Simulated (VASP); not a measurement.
# Ir (P6_3/mmc) in VASP: a series of runs

The runs below take Ir through single point, with BLYP.

Everything below comes from runs of VASP 6.6.1. Logs are shortened: lines on timing, memory, paths and dates and some standing lists are left out, and cuts for length are marked.

## (1) The cell of the first run

It takes space group P6_3/mmc (No. 194, hexagonal). The conventional cell has a = 2.796 Å, b = 2.796 Å, c = 4.530 Å, α = 90.00°, β = 90.00°, γ = 120.00°. Within 3.7 Å of Ir (site symmetry -6m2) lie 12 Ir at 2.78 to 2.80 Å.

## (2) Single point, BLYP

INCAR reads:

```
  PREC = Accurate
  ENCUT = 520
  EDIFF = 1E-6
  ISMEAR = -1
  SIGMA = 0.1
  LREAL = F
  LASPH = T
  NELM = 60
  ALGO = Normal
  ISIF = 2
  LWAVE = F
  LCHARG = T
  GGA = B5
  ALDAX = 1.0
  AGGAX = 1.0
  AGGAC = 1.0
  ALDAC = 0.0
  LELF = T
  LVHAR = T
  NBANDS = 16
```

KPOINTS reads:

```
Automatic mesh
0
Gamma
  13 13 7
```

POSCAR reads:

```
Ir
1.0
    2.7964838247      0.0000000000      0.0000000000
   -1.3982419124      2.4218260335      0.0000000000
    0.0000000000      0.0000000000      4.5295527594
Ir
2
Direct
    0.3333333333      0.6666666667      0.2500000000
    0.6666666667      0.3333333333      0.7500000000
```

Potentials or basis: VASP PAW PBE potentials, release 64 (Ir).

The run is started by

```sh
cat potpaw_PBE.64/Ir/POTCAR > POTCAR
mpirun -np 1 vasp_std > vasp.out
```

OUTCAR:

```text
PREC = Accurate
   ENCUT = 520
   EDIFF = 1E-6
   ISMEAR = -1
   LREAL = F
   LASPH = T
   NELM = 60
   ISIF = 2
   GGA = B5

 ion  position               nearest neighbor table
   1  0.333  0.667  0.250-   2 2.78   2 2.78   2 2.78   2 2.78   2 2.78   2 2.78
   2  0.667  0.333  0.750-   1 2.78   1 2.78   1 2.78   1 2.78   1 2.78   1 2.78

  LATTYP: Found a hexagonal cell.
 ALAT       =     2.7964838247
 C/A-ratio  =     1.6197314354

  Lattice vectors:

 A1 = (   2.7964838247,   0.0000000000,   0.0000000000)
 A2 = (  -1.3982419124,   2.4218260335,   0.0000000000)
 A3 = (   0.0000000000,   0.0000000000,   4.5295527594)

Analysis of symmetry for initial positions (statically):
=====================================================================
 Subroutine PRICEL returns:
 Original cell was already a primitive cell.

 Routine SETGRP: Setting up the symmetry group for a
 hexagonal supercell.

 Subroutine GETGRP returns: Found 24 space group operations
 (whereof 12 operations were pure point group operations)
 out of a pool of 24 trial point group operations.

The static configuration has the point symmetry D_3d.
 The point group associated with its full space group is D_6h.

Analysis of symmetry for dynamics (positions and initial velocities):
=====================================================================
 Subroutine PRICEL returns:
 Original cell was already a primitive cell.

 Routine SETGRP: Setting up the symmetry group for a
 hexagonal supercell.

 Subroutine GETGRP returns: Found 24 space group operations
 (whereof 12 operations were pure point group operations)
 out of a pool of 24 trial point group operations.

The dynamic configuration has the point symmetry D_3d.
 The point group associated with its full space group is D_6h.

 Subroutine INISYM returns: Found 24 space group operations
 (whereof 12 operations are pure point group operations),
 and found     1 'primitive' translations

----------------------------------------------------------------------------------------

                                     Primitive cell

  volume of cell :      30.6768

  direct lattice vectors                    reciprocal lattice vectors
     2.796483825  0.000000000  0.000000000     0.357591913  0.206455787  0.000000000
    -1.398241912  2.421826033  0.000000000     0.000000000  0.412911574  0.000000000
     0.000000000  0.000000000  4.529552759     0.000000000  0.000000000  0.220772348

  length of vectors
     2.796483825  2.796483825  4.529552759     0.412911574  0.412911574  0.220772348

  position of ions in fractional coordinates (direct lattice)
     0.333333333  0.666666667  0.250000000
     0.666666667  0.333333333  0.750000000

  ion indices of the primitive-cell ions
   primitive index   ion index
                 1           1
                 2           2

----------------------------------------------------------------------------------------

 KPOINTS: Automatic mesh

Automatic generation of k-mesh.
 Grid dimensions read from file:
 generate k-points for:   13   13    7

 Generating k-lattice:

  Cartesian coordinates                     Fractional coordinates (reciprocal lattice)
     0.027507070  0.015881214  0.000000000     0.076923077  0.000000000  0.000000000
     0.000000000  0.031762429  0.000000000     0.000000000  0.076923077  0.000000000
     0.000000000  0.000000000  0.031538907     0.000000000  0.000000000  0.142857143

  Length of vectors
     0.031762429  0.031762429  0.031538907

  Shift w.r.t. Gamma in fractional coordinates (k-lattice)
     0.000000000  0.000000000  0.000000000

 Subroutine IBZKPT returns following result:
 ===========================================

 Found     84 irreducible k-points:

 Following reciprocal coordinates:
            Coordinates               Weight
  0.000000  0.000000  0.000000      1.000000
  0.076923 -0.000000  0.000000      6.000000
  0.153846 -0.000000  0.000000      6.000000
  0.230769 -0.000000  0.000000      6.000000
  0.307692 -0.000000  0.000000      6.000000
  0.384615 -0.000000  0.000000      6.000000
[... 16 lines left out ...]
  0.076923 -0.000000  0.142857     12.000000
  0.153846 -0.000000  0.142857     12.000000
 [... further k-points ...]
   k-points           NKPTS =     84   k-points in BZ     NKDIM =     84   number of bands    NBANDS=     16
   number of dos      NEDOS =    301   number of ions     NIONS =      2
   total plane-waves  NPLWV =  20736
   dimension x,y,z NGX =    24 NGY =   24 NGZ =   36
   dimension x,y,z NGXF=    48 NGYF=   48 NGZF=   72
   ions per type =               2
   NGX,Y,Z   is equivalent  to a cutoff of  14.27, 14.27, 13.21 a.u.
   NGXF,Y,Z  is equivalent  to a cutoff of  28.54, 28.54, 26.43 a.u.
 SYSTEM =  unknown system
   PREC   = accura    normal or accurate (medium, high low for compatibility)
   ISTART =      0    job   : 0-new  1-cont  2-samecut
   ICHARG =      2    charge: 1-file 2-atom 10-const
   ISPIN  =      1    spin polarized calculation?
   LNONCOLLINEAR =      F non collinear calculations
   LSORBIT =      F    spin-orbit coupling
   LASPH  =      T    aspherical Exc in radial PAW
   ENCUT  =  520.0 eV  38.22 Ry    6.18 a.u.   5.20  5.20  8.42*2*pi/ulx,y,z
   NELM   =     60;   NELMIN=  2; NELMDL= -5     # of ELM steps
   EDIFF  = 0.1E-05   stopping-criterion for ELM
   LREAL  =      F    real-space projection
   EDIFFG = 0.1E-04   stopping-criterion for IOM
   NSW    =      0    number of steps for IOM
   IBRION =     -1    ionic relax: 0-MD 1-quasi-New 2-CG
   NFREE  =      0    steps in history (QN), initial steepest desc. (CG)
   ISIF   =      2    stress and relaxation
   ISYM   =      2    0-nonsym 1-usesym 2-fastsym
   POTIM  = 0.5000    time-step for ionic-motion
   TEBEG  =    0.0;   TEEND  =   0.0 temperature during run
   PSTRESS=    0.0 pullay stress
   NELECT =      18.0000    total number of electrons
   NUPDOWN=      -1.0000    fix difference up-down
   EMIN   =  10.00;   EMAX   =-10.00  energy-range for DOS
   EFERMI =   0.00;   METHOD = LEGACY
   ISMEAR =    -1;   SIGMA  =   0.10  broadening in eV -4-tet -1-fermi 0-gaus
   EFERMI_NEDOS =   21; number of points for ismear=-14 and -15
   IALGO  =     38    algorithm
   IMIX   =      4    mixing-type and parameters
     AMIX     =   0.40;   BMIX     =  1.00
     AMIX_MAG =   1.60;   BMIX_MAG =  1.00
  volume/ion in A,a.u.               =      15.34       103.51
  Fermi-wavevector in a.u.,A,eV,Ry     =   1.370552  2.589967 25.557352  1.878412
  Thomas-Fermi vector in A             =   2.496328
   LORBIT       =      0    0 simple, 1 ext, 2 COOP (PROOUT), +10 PAW based schemes
   GGA     = B5    functional components
   LHFCALC =     F    Hartree Fock is set to
   AEXX    =    0.0000 exact exchange contribution
   IVDW    =     0    specifies the selected vdW correction
   LEPSILON=     F    determine dielectric tensor
   LRPA    =     F    only Hartree local field effects (RPA)
 non-spin polarized calculation
  energy-cutoff  :      520.00
  volume of cell :       30.68
 maximum number of plane-waves:       843
 NGX is ok and might be reduce to    24
   NGX = 11   NGY = 11   NGZ = 17

 number of electron      18.0000002 magnetization

 Free energy of the ion-electron system (eV)
  ---------------------------------------------------
  ext. energy  EPLUGINS =         0.00000000
  ---------------------------------------------------
  free energy    TOTEN  =       -14.79309951 eV

  energy without entropy =      -14.69605707  energy(sigma->0) =      -14.74457829

 E-fermi :   9.7497     XC(G=0): -12.8077

 val. band max:        9.7248736589   @ k =   0.1538   0.1538   0.4286
 cond. band min:       9.7542465977   @ k =   0.3846   0.2308   0.2857
 fundamental gap:      0.0293729388
 Fermi energy:         9.7496809640

 k-point     1 :       0.0000    0.0000    0.0000
  band No.  band energies     occupation
      1      -0.4437      2.00000
      2       2.4537      2.00000
      3       6.2456      2.00000
      4       6.3402      2.00000
      5       6.3402      2.00000
      6       6.9095      2.00000
[... 8 lines left out ...]
     15      26.4672      0.00000
     16      27.3608      0.00000

 k-point     2 :       0.0769   -0.0000    0.0000
  band No.  band energies     occupation
      1      -0.2304      2.00000
      2       2.6414      2.00000
      3       5.9388      2.00000
      4       6.5141      2.00000
      5       6.6089      2.00000
      6       6.8094      2.00000
[... 8 lines left out ...]
     15      26.7403      0.00000
     16      27.6170      0.00000

 k-point     3 :       0.1538   -0.0000    0.0000
  band No.  band energies     occupation
      1       0.3779      2.00000
      2       3.1277      2.00000
      3       5.5477      2.00000
      4       6.4926      2.00000
      5       6.4932      2.00000
      6       7.0207      2.00000
[... 8 lines left out ...]
     15      27.2104      0.00000
     16      27.2692      0.00000

 k-point     4 :       0.2308   -0.0000    0.0000
  band No.  band energies     occupation
      1       1.2694      2.00000
      2       3.5767      2.00000
      3       5.3793      2.00000
      4       5.4538      2.00000
      5       6.2465      2.00000
      6       6.8113      2.00000
[... 8 lines left out ...]
     15      25.6650      0.00000
     16      26.3420      0.00000
[... 324 lines left out ...]
 k-point    22 :       0.0000    0.0000    0.1429
  band No.  band energies     occupation
      1      -0.2316      2.00000
      2       2.4606      2.00000
      3       6.1557      2.00000
      4       6.2504      2.00000
      5       6.2504      2.00000
      6       6.8065      2.00000
[... 8 lines left out ...]
     15      26.7857      0.00000
     16      27.1897      0.00000

 k-point    23 :       0.0769   -0.0000    0.1429
  band No.  band energies     occupation
      1      -0.0215      2.00000
      2       2.6545      2.00000
      3       5.9328      2.00000
      4       6.3726      2.00000
      5       6.4028      2.00000
      6       6.6222      2.00000
[... 8 lines left out ...]
     15      27.0457      0.00000
     16      27.4061      0.00000

 k-point    24 :       0.1538   -0.0000    0.1429
  band No.  band energies     occupation
      1       0.5735      2.00000
      2       3.1615      2.00000
      3       5.5829      2.00000
      4       6.0422      2.00000
      5       6.3647      2.00000
      6       6.7692      2.00000
[... 8 lines left out ...]
     15      26.5870      0.00000
     16      27.3565      0.00000

 [... further k-points ...]
[... 5 lines left out ...]
  --------------------------------------------------------------------------------------
  -------------------------------------------------------------------------------------
  Total        0.4422741      0.4422741      0.4510308     -0.0000000      0.0000000      0.0000000
  in kB       23.0989107     23.0989107     23.5562501     -0.0000000      0.0000000      0.0000000
  external PRESSURE =      23.2513572 kB  Pullay stress =       0.0000000 kB

 VOLUME and BASIS-vectors are now :
 -----------------------------------------------------------------------------
  energy-cutoff  :      520.00
  volume of cell :       30.68
      direct lattice vectors                 reciprocal lattice vectors
     2.796483825  0.000000000  0.000000000     0.357591913  0.206455787  0.000000000
    -1.398241912  2.421826033  0.000000000     0.000000000  0.412911574  0.000000000
     0.000000000  0.000000000  4.529552759     0.000000000  0.000000000  0.220772348

 POSITION                                       TOTAL-FORCE (eV/Angst)
 -----------------------------------------------------------------------------------
     -0.00000      1.61455      1.13239        -0.000000     -0.000000      0.000000
      1.39824      0.80728      3.39716         0.000000      0.000000      0.000000
 -----------------------------------------------------------------------------------
    total drift:                                0.000000     -0.000000     -0.000000

  FREE ENERGIE OF THE ION-ELECTRON SYSTEM (eV)
  ---------------------------------------------------
  free  energy   TOTEN  =       -14.7930995075 eV

  energy  without entropy=      -14.6960570654  energy(sigma->0) =      -14.74457829
```

It took 2.3 min on 1 thread of AMD EPYC 7R13, shared host; peak memory 0.15 GiB.

Results:

- Free energy: -14.7931 eV
- Pressure: 2.3 GPa
- Band gap on the k mesh: zero (band 9 reaches 10.56 eV, above the bottom of band 10 at 7.68 eV)

Caveat: the PAW data sets were made with another functional, which shifts forces and pressure a little; spin-orbit coupling is left out, which moves the levels of the heavy elements.

## (3) Single point, BLYP (volume scaled by 0.88)

INCAR reads:

```
AGGAC = 1.0 ; AGGAX = 1.0
ALDAC = 0.0 ; ALDAX = 1.0
ALGO = Normal ; EDIFF = 1E-6
ENCUT = 520 ; GGA = B5
ISIF = 2 ; ISMEAR = -1
LASPH = True ; LCHARG = False
LREAL = False ; LWAVE = False
NBANDS = 16 ; NELM = 80
PREC = Accurate ; SIGMA = 0.1
```

KPOINTS reads:

```
k-points
0
Gamma
  15 15 8
```

POSCAR reads:

```
Ir
1.0
    2.6798256255      0.0000000000      0.0000000000
   -1.3399128128      2.3207970694      0.0000000000
    0.0000000000      0.0000000000      4.3405978070
Ir
2
Direct
    0.3333333333      0.6666666667      0.2500000000
    0.6666666667      0.3333333333      0.7500000000
```

Potentials or basis: VASP PAW PBE potentials, release 64 (Ir).

The run is started by

```sh
cat potpaw_PBE.64/Ir/POTCAR > POTCAR
mpirun -np 1 vasp_std > vasp.out
```

It took 2 min on 1 thread of AMD EPYC 7R13, shared host; peak memory 0.14 GiB.

The run converged. Its results:

```
Free energy            : -14.2182 eV
Pressure               : 55.1 GPa
Band gap on the k mesh : zero (band 9 reaches 13.04 eV, above the bottom of band 10 at 9.59 eV)
```

Stress tensor (GPa, compression positive):
```
54.68  0.00  0.00
 0.00 54.68  0.00
 0.00  0.00 55.98
```

Levels at points of the mesh, in eV from the Fermi level:
```tsv
k point	band 6	band 7	band 8	band 9	band 10	band 11	band 12	band 13
(0.00, 0.00, 0.00)	-3.46	-3.46	-2.61	-2.61	-0.61	0.28	0.28	7.62
(0.00, 0.00, 0.50)	-4.31	-4.31	-4.31	-0.53	-0.53	-0.53	-0.53	13.99
```

Caveat: the PAW data sets were made with another functional, which shifts forces and pressure a little; spin-orbit coupling is left out, which moves the levels of the heavy elements.

## (4) Single point, BLYP (volume scaled by 0.96)

INCAR reads:

```
SYSTEM = Ir
AGGAC = 1.0
AGGAX = 1.0
ALDAC = 0.0
ALDAX = 1.0
ALGO = Normal
EDIFF = 1E-7
ENCUT = 520
GGA = B5
ISIF = 2
ISMEAR = -1
LASPH = .TRUE.
LCHARG = .FALSE.
LREAL = .FALSE.
LWAVE = .FALSE.
NBANDS = 16
NELM = 80
PREC = Accurate
SIGMA = 0.1
```

KPOINTS reads:

```
k-points
0
G
  15 15 8
  0 0 0
```

POSCAR reads:

```
Ir
1.0
    2.7586888697      0.0000000000      0.0000000000
   -1.3793444348      2.3890946423      0.0000000000
    0.0000000000      0.0000000000      4.4683350826
Ir
2
Direct
    0.3333333333      0.6666666667      0.2500000000
    0.6666666667      0.3333333333      0.7500000000
```

The run is started by

```sh
cat potpaw_PBE.64/Ir/POTCAR > POTCAR
mpirun -np 1 vasp_std > vasp.out
```

Run time: 3.5 min. Hardware: 1 thread of AMD EPYC 7R13, shared host; peak memory 0.16 GiB.

It converged, with:

* Free energy: -14.7370 eV
* Pressure: 15.7 GPa
* Band gap on the k mesh: zero (band 9 reaches 11.32 eV, above the bottom of band 10 at 8.35 eV)

Stress tensor (GPa, compression positive):
```
15.63  0.00  0.00
 0.00 15.63  0.00
 0.00  0.00 15.89
```

Levels at points of the mesh, in eV from the Fermi level:
```
           k point  band 6  band 7  band 8  band 9  band 10  band 11  band 12  band 13
(0.00, 0.00, 0.00)   -3.02   -3.02   -2.28   -2.28    -0.38     0.25     0.25     6.78
(0.00, 0.00, 0.50)   -3.75   -3.75   -3.75   -0.47    -0.47    -0.47    -0.47    13.90
```

Caveat: the PAW data sets were made with another functional, which shifts forces and pressure a little; spin-orbit coupling is left out, which moves the levels of the heavy elements.

## (5) Summary

```csv
cell,k mesh,gap on the mesh (eV),pressure (GPa)
"a = 2.796, b = 2.796, c = 4.530 Å, angles 90.0, 90.0, 120.0°, 2 atoms",13 × 13 × 7,none,2.3
"a = 2.680, b = 2.680, c = 4.341 Å, angles 90.0, 90.0, 120.0°, 2 atoms",15 × 15 × 8,none,55.1
"a = 2.759, b = 2.759, c = 4.468 Å, angles 90.0, 90.0, 120.0°, 2 atoms",15 × 15 × 8,none,15.7
```

Alike in all rows: task single point; level BLYP; potentials or basis VASP PAW PBE potentials, release 64 (Ir); no spin polarisation; cutoff (eV) 520; smearing fermi-dirac 0.1 eV.

Caveats: the PAW data sets were made with another functional, which shifts forces and pressure a little; spin-orbit coupling is left out, which moves the levels of the heavy elements.

Absolute energies hang on the potentials; compare differences alone.
